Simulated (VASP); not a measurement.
A run of VASP 6.6.1:

INCAR

```
SYSTEM = CaBPd3
PREC     = Accurate       ! precision mode
ENCUT    = 520            ! plane-wave cutoff, eV
EDIFF    = 1E-6           ! SCF threshold, eV
ISMEAR   = -1             ! smearing method
SIGMA    = 0.1            ! smearing width, eV
LREAL    = .FALSE.        ! projectors in reciprocal space
LASPH    = .TRUE.         ! aspherical terms in the spheres
NELM     = 60             ! most SCF steps
ALGO     = Normal         ! electronic algorithm
ISIF     = 2              ! what is computed and relaxed
LWAVE    = .FALSE.        ! write WAVECAR
LCHARG   = .FALSE.        ! write CHGCAR
GGA      = CA             ! functional
NBANDS   = 30             ! bands
```

The input KPOINTS:

```
Automatic mesh
0
G
  6 6 6
  0 0 0
```

Contents of POSCAR:

```
CaBPd3
1.0
    4.3895971739      0.0000000000      0.0000000000
    0.0000000000      4.3895971739      0.0000000000
    0.0000000000      0.0000000000      4.3895971739
Ca B Pd
1 1 3
Direct
    0.5000000000      0.5000000000      0.5000000000
    0.0000000000      0.0000000000      0.0000000000
    0.5000000000      0.0000000000      0.0000000000
    0.0000000000      0.5000000000      0.0000000000
    0.0000000000      0.0000000000      0.5000000000
```

Potentials or basis: VASP PAW LDA potentials, release 64 (Ca_sv, B, Pd).

The run is started by

```bash
$ cat potpaw_LDA.64/Ca_sv/POTCAR potpaw_LDA.64/B/POTCAR potpaw_LDA.64/Pd/POTCAR > POTCAR
$ mpirun -np 1 vasp_std > vasp.out
```

Hardware: 1 thread of AMD EPYC 7R13 Processor (Zen 3), on a shared host.

Question: How long does it take, and how much memory?

Answer: It took 44 s on 1 thread of AMD EPYC 7R13 Processor (Zen 3) (shared host), peak memory 0.17 GiB. Counts: scf iterations 13, k points 20.
